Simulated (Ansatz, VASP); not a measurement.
**BN in VASP and in Ansatz**

File INCAR:

```
SYSTEM = BN
ALGO = Normal
EDIFF = 1E-6
ENCUT = 520
GGA = PE
ISIF = 2
ISMEAR = 0
IVDW = 12
LASPH = .True.
LCHARG = .True.
LELF = .True.
LREAL = .False.
LVHAR = .True.
LWAVE = .False.
NBANDS = 11
NELM = 80
PREC = Accurate
SIGMA = 0.05
```

Contents of KPOINTS:

```
k-points
0
Gamma
  12 12 12
  0 0 0
```

The input POSCAR:

```
BN
1.0
    1.3512115259      0.7801223382      3.3729344033
   -1.3512115259      0.7801223382      3.3729344033
    0.0000000000     -1.5602446764      3.3729344033
B N
1 1
Direct
    0.9996712000      0.9996712000      0.9996712000
    0.3327618000      0.3327618000      0.3327618000
```

Input for Ansatz:

```yaml
crystal:
  lattice:
    - [1.3512115259, 0.7801223382, 3.3729344033]
    - [-1.3512115259, 0.7801223382, 3.3729344033]
    - [0.0, -1.5602446764, 3.3729344033]
  atoms:
    - { symbol: B, position: [0.9996712, 0.9996712, 0.9996712] }
    - { symbol: "N", position: [0.3327618, 0.3327618, 0.3327618] }
basis:
  ecutwfc: 420
kpoints:
  mp_grid: { grid: [12, 12, 12] }
hamiltonian:
  xc: pbe
  dispersion: d3bj
scf:
  occupations: { method: gaussian, width: 0.05 }
output:
  forces: true
  stress: true
  eigenvalues: true
```

Change from the starting cell: strain +0.080 along x and y, +0.000 along z, atoms carried along.

Alike in both runs: task single point; functional PBE; dispersion D3(BJ); k mesh 12 × 12 × 12; occupations gaussian, width 0.05 eV; no spin polarisation.

```csv
,VASP,Ansatz
version,VASP 6.6.1,Ansatz 0.2.0
potentials or method,"VASP PAW PBE potentials, release 64 (B, N), cutoff 520 eV","scalar-relativistic, plane waves, PAW"
valence electrons in the cell,8,8
```

```csv
,VASP,Ansatz,Ansatz less VASP
gap on the k mesh at the Fermi level (eV),3.79,3.80,+0.004
least direct gap on the mesh (eV),4.11,4.12,+0.002
pressure (GPa),-38.1,-38.1,+0.02
"traceless stress, the component that is largest in VASP (GPa)",37.73,37.82,+0.086
rms of the force components (eV/Å),0.009,0.009,0.0000
```

Atom by atom the forces differ by 0.000 eV/Å (rms over components). Both programs put the cell under strong tension, so it lies far from rest at this level.

Noted on VASP's run: the cell as given lies far from equilibrium.
